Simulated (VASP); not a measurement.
**Pb: relaxation of cell and atoms with PBE**

Pb:

```xyz
2
Lattice="3.0386 -1.7503 0.0000 3.0386 1.7503 0.0000 -2.1155 0.0000 6.0952" Properties=species:S:1:pos:R:3 pbc="T T T"
Pb   -0.0230    0.0000    1.6683
Pb    3.9848    0.0000    4.4269
```

```
Program                : VASP 6.6.1
Task                   : relaxation of cell and atoms
Functional             : PBE
Potentials or basis    : VASP PAW PBE potentials, release 64 (Pb_d)
Cutoff                 : 600 eV
k mesh                 : 12 × 12 × 6
Occupations            : gaussian, width 0.1 eV
Spin                   : no spin polarisation
Dipole correction      : no
Further INCAR settings : ALGO = Fast; EDIFF = 1e-07; IBRION = 2; EDIFFG = -0.02; NSW = 90; ISIF = 3
```

| Quantity | Value |
| --- | --- |
| Relaxed volume | 33.29 Å³/atom |
| Relaxed cell | a = 3.512 Å, b = 3.512 Å, c = 6.581 Å, α = 106.10°, β = 106.10°, γ = 60.00° |
| Space group after relaxing (to 0.1 Å) | R-3m (No. 166) |
| Energy gained by relaxing | 3.9 meV/atom |
| Ionic steps | 6 |
| Pressure after relaxing | 0.0 GPa |
| Largest force after relaxing | 0.016 eV/Å |
| Band gap on the k mesh | zero (bands 14 and 15 overlap by 7.09 eV) |

Forces on the atoms (eV/Å):
```
Pb  -0.016  0.000 -0.001
Pb   0.016  0.000  0.001
```

Stress tensor (GPa, compression positive):
```
-0.08  0.00  0.05
 0.00 -0.02  0.00
 0.05  0.00  0.07
```

The path:
```
step  energy change (eV)  largest force (eV/Å)  pressure (GPa)  volume (Å³)
   1              0.0000                0.0259            1.04        64.84
   2             -0.0062                0.0428           -0.20        66.83
   3             -0.0063                0.0378           -0.06        66.62
   4             -0.0063                0.0394           -0.08        66.66
   5             -0.0071                0.0270           -0.07        66.63
   6             -0.0079                0.0163           -0.01        66.58
```

Final structure:
```xyz
2
Lattice="3.0411 -1.7557 0.0024 3.0411 1.7557 0.0024 -2.1124 0.0000 6.2332" Properties=species:S:1:pos:R:3 pbc="T T T"
Pb   -0.0250    0.0000    1.7100
Pb    3.9948    0.0000    4.5279
```

Levels at points of the mesh, in eV from the Fermi level:
| k point | band 11 | band 12 | band 13 | band 14 | band 15 | band 16 | band 17 | band 18 |
| --- | --- | --- | --- | --- | --- | --- | --- | --- |
| (0.00, 0.00, 0.00) | -11.36 | -8.56 | -3.91 | 5.67 | 6.35 | 6.41 | 6.53 | 6.59 |
| (0.50, 0.00, 0.00) | -8.19 | -6.72 | -3.50 | -2.45 | 0.23 | 3.04 | 3.29 | 4.03 |
| (0.50, 0.50, 0.00) | -7.60 | -7.57 | -3.17 | -2.81 | 1.79 | 2.42 | 2.59 | 5.13 |
| (0.00, 0.00, 0.50) | -10.81 | -9.84 | -0.50 | 0.37 | 5.63 | 5.68 | 7.46 | 7.53 |
| (0.50, 0.00, 0.50) | -7.61 | -7.56 | -3.12 | -2.81 | 1.63 | 2.42 | 2.53 | 5.13 |
| (0.50, 0.50, 0.50) | -8.23 | -6.67 | -3.51 | -2.36 | 0.08 | 3.04 | 3.21 | 4.04 |

It took 33 min on 1 thread of Oxide Virtual Turin-like Processor (shared host), peak memory 0.39 GiB.

Caveat: spin-orbit coupling is left out, which moves the levels of the heavy elements.
